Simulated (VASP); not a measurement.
Wanted: the native input for a VASP 6.6.1 run.

- Task: relaxation of cell and atoms
- Functional: PBE
- Potentials or basis: VASP PAW PBE potentials, release 64 (C)
- Cutoff: 600 eV
- k mesh: 23 × 23 × 13
- Occupations: fermi-dirac, width 0.1 eV
- Spin: no spin polarisation
- Target pressure: 96 GPa
- Dipole correction: no
- Further INCAR settings: ALGO = Normal; EDIFF = 1e-06; IBRION = 2; EDIFFG = -0.005; NSW = 32; ISIF = 3

The structure of C lies in POSCAR:

```
C
1.0
    1.6113866869      0.0000000000      0.0000000000
   -0.8056933435      1.3955018062      0.0000000000
    0.0000000000      0.0000000000      4.5542670610
C
2
Direct
    0.3333333333      0.6666666667      0.2500000000
    0.6666666667      0.3333333333      0.7500000000
```

These files were run (other wordings do the same):

INCAR

```
SYSTEM = C
PREC     = Accurate       ! precision mode
ENCUT    = 600            ! plane-wave cutoff, eV
EDIFF    = 1E-6           ! SCF threshold, eV
ISMEAR   = -1             ! smearing method
SIGMA    = 0.1            ! smearing width, eV
LREAL    = .False.        ! projectors in reciprocal space
LASPH    = .True.         ! aspherical terms in the spheres
NELM     = 80             ! most SCF steps
ALGO     = Normal         ! electronic algorithm
ISIF     = 3              ! what is computed and relaxed
LWAVE    = .False.        ! write WAVECAR
LCHARG   = .False.        ! write CHGCAR
GGA      = PE             ! functional
IBRION   = 2              ! ionic algorithm
NSW      = 32             ! ionic steps
EDIFFG   = -0.005         ! ionic threshold
PSTRESS  = 960.0
```

KPOINTS

```
Automatic mesh
0
Gamma
  23 23 13
  0 0 0
```

Potentials or basis: VASP PAW PBE potentials, release 64 (C).

Command:

```sh
$ cat potpaw_PBE.64/C/POTCAR > POTCAR
$ mpirun -np 1 vasp_std > vasp.out
```

It gave:

- Relaxed volume: 5.12 Å³/atom
- Relaxed cell: a = 1.611 Å, b = 1.611 Å, c = 4.553 Å, α = 90.00°, β = 90.00°, γ = 120.00°
- Space group after relaxing (to 0.1 Å): P6_3/mmc (No. 194)
- Energy change on relaxing (the run minimises the enthalpy): +3.2 meV/atom
- Ionic steps: 3
- Pressure after relaxing: 96.0 GPa
- Band gap on the k mesh: zero (bands 4 and 5 overlap by 4.48 eV)

Caveat: the cell is relaxed towards a set pressure, so the run minimises the enthalpy, not the energy.

Run time: 56 s on 1 thread of Intel Xeon 8259CL (shared host), peak memory 0.14 GiB.
